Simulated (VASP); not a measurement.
Runs of VASP 6.6.1 on PbS. The structure is that of space group Fm-3m (No. 225), or close to it. The cells are those of the table. 

```tsv
level	cell	gap on the mesh (eV)	pressure (GPa)
r2SCAN	a = 4.225 Å, angles 60.0°, 2 atoms	0.70	0.0
r2SCAN+D4	a = 4.139 Å, angles 60.0°, 2 atoms	0.46	3.3
r2SCAN	a = 4.182 Å, angles 60.0°, 2 atoms	0.59	(b)
r2SCAN	a = 4.139 Å, angles 60.0°, 2 atoms	0.46	(a)
r2SCAN	a = 4.308 Å, angles 60.0°, 2 atoms	(c)	-3.0
```

Alike in all rows: task single point; potentials or basis VASP PAW PBE potentials, release 64 (Pb_d, S); no spin polarisation; k mesh 8 × 8 × 8; cutoff (eV) 550; smearing gaussian 0.02 eV.

Q: Estimate the missing entries.

A: (a) 4.0; (b) 1.8; (c) 0.90.

Caveats: the PAW data sets were made with another functional, which shifts forces and pressure a little; spin-orbit coupling is left out, which moves the levels of the heavy elements; the cell stands under pressure (at least some runs); the cell stands under tension (at least some runs).

A k mesh can miss the band edges, and the runs leave out spin-orbit coupling on Pb.
